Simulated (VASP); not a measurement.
Set up this calculation in VASP 6.6.1, as the native input.

```yaml
Task: single point
Functional: PBE
Potentials_or_basis: VASP PAW PBE potentials, release 64 (Pr_3, As, Au), 4f in core
Cutoff: 500 eV
k_mesh: 10 × 10 × 6
Occupations: gaussian, width 0.1 eV
Spin: no spin polarisation
Dipole_correction: no
Mended: yes
Further_INCAR_settings: ALGO = Normal; EDIFF = 1e-06; NBANDS = 33
```

The structure of PrAs3Au2 lies in POSCAR:

```
PrAs3Au2
1.0
    4.2695701505      0.0000000000      0.0000000000
    0.0000000000      4.2695701505      0.0000000000
    0.0000000000      0.0000000000      7.7156528028
Pr As Au
1 3 2
Direct
    0.0000000000      0.0000000000      0.6021916555
    0.5000000000      0.0000000000      0.9860026763
    0.0000000000      0.5000000000      0.9860026763
    0.5000000000      0.5000000000      0.4444937726
    0.5000000000      0.5000000000      0.7755540573
    0.0000000000      0.0000000000      0.2057542020
```

The cell was built from a structure type or drawn by symmetry, and may not be a known phase.

One way to write it, as run:

INCAR

```
SYSTEM = PrAs3Au2
PREC = Accurate
ENCUT = 500
EDIFF = 1E-6
ISMEAR = 0
SIGMA = 0.1
LREAL = .FALSE.
LASPH = .TRUE.
NELM = 200
ALGO = Normal
ISIF = 2
LWAVE = .FALSE.
LCHARG = .FALSE.
GGA = PE
NBANDS = 33
GGA_COMPAT = .FALSE.
LMAXMIX = 6
```

KPOINTS

```
Automatic mesh
0
G
  10 10 6
  0 0 0
```

Potentials or basis: VASP PAW PBE potentials, release 64 (Pr_3, As, Au), 4f in core.

Launch:

```sh
$ cat potpaw_PBE.64/Pr_3/POTCAR potpaw_PBE.64/As/POTCAR potpaw_PBE.64/Au/POTCAR > POTCAR
$ mpirun -np 1 vasp_std > vasp.out
```

It gave:

```yaml
Pressure: 0.1 GPa
Largest_force: 0.014 eV/Å
Band_gap_on_the_k_mesh: zero (bands 24 and 25 overlap by 1.89 eV)
```

Caveat: spin-orbit coupling is left out, which moves the levels of the heavy elements; the 4f electrons are frozen in the core, so they carry no moment and show no levels.

It took 2.6 min on 1 thread of Intel(R) Xeon(R) 6975P-C (Granite Rapids), with other jobs on the host, peak memory 0.48 GiB.
